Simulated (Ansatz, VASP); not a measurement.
Sb in VASP and in Ansatz

```
Sb
1.0
    -1.53452    1.53452    2.52864
     1.53452   -1.53452    2.52864
     1.53452    1.53452   -2.52864
Sb
1
Cartesian
  0.0000 0.0000 0.0000
```

Change from the starting cell: volume scaled by 1.06, crystal datasets.

Alike in both runs: task electric field gradients; functional PBEsol; k mesh 19 × 19 × 19; occupations fermi-dirac, width 0.05 eV; no spin polarisation.

|  | VASP | Ansatz |
| --- | --- | --- |
| version | VASP 6.6.1 | Ansatz 0.2.0 |
| potentials or method | VASP PAW PBE potentials, release 64 (Sb), cutoff 520 eV | all-electron PAW with datasets made for the crystal, scalar-relativistic |

```csv
,VASP,Ansatz,Ansatz less VASP
pressure (GPa),8.5,8.4,-0.09
"traceless stress, the component that is largest in VASP (GPa)",-0.71,-0.63,+0.081
size of Vzz on the site where it differs most (V/Å²),39.2,40.4,+1.17
```

VASP's potentials were made for PBE, not for PBEsol. Ansatz ran all-electron here, and VASP with PAW potentials.

Neither program's run includes spin-orbit coupling.
